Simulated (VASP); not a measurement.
Write the native input for VASP 6.6.1 that does the following.

| Item | Value |
| --- | --- |
| Task | electric field gradients |
| Functional | PBE |
| Potentials or basis | VASP PAW PBE potentials, release 64 (Os) |
| Cutoff | 520 eV |
| k mesh | 14 × 14 × 14 |
| Occupations | fermi-dirac, width 0.03 eV |
| Spin | no spin polarisation |
| Dipole correction | no |
| Further INCAR settings | ALGO = Normal; EDIFF = 1e-08; NBANDS = 10 |

The structure of Os lies in POSCAR:

```
Os
1.0
    0.0000000000      1.9642586782      1.9642586782
    1.9642586782      0.0000000000      1.9642586782
    1.9642586782      1.9642586782      0.0000000000
Os
1
Direct
    0.0000000000      0.0000000000      0.0000000000
```

This isn't the form of Os at room conditions, which is hcp.

The input as run:

INCAR

```
PREC = Accurate
ENCUT = 520
EDIFF = 1E-8
ISMEAR = -1
SIGMA = 0.03
LREAL = False
LASPH = True
NELM = 100
ALGO = Normal
ISIF = 2
LWAVE = False
LCHARG = False
GGA = PE
LEFG = True
NBANDS = 10
```

KPOINTS

```
Automatic mesh
0
Gamma
  14 14 14
```

Potentials or basis: VASP PAW PBE potentials, release 64 (Os).

The run is started by

```bash
$ cat potpaw_PBE.64/Os/POTCAR > POTCAR
$ mpirun -np 1 vasp_std > vasp.out
```

It gave:

```yaml
Pressure: -19.3 GPa
Band_gap_on_the_k_mesh: zero (bands 4 and 5 overlap by 3.39 eV)
Largest_electric_field_gradient_by_atom: zero within the noise of the run
```

Caveat: the cell stands under tension; spin-orbit coupling is left out, which moves the levels of the heavy elements.

Wall time 26 s on 1 thread of AMD EPYC 7R13, with other jobs on the host, peak memory 0.12 GiB.
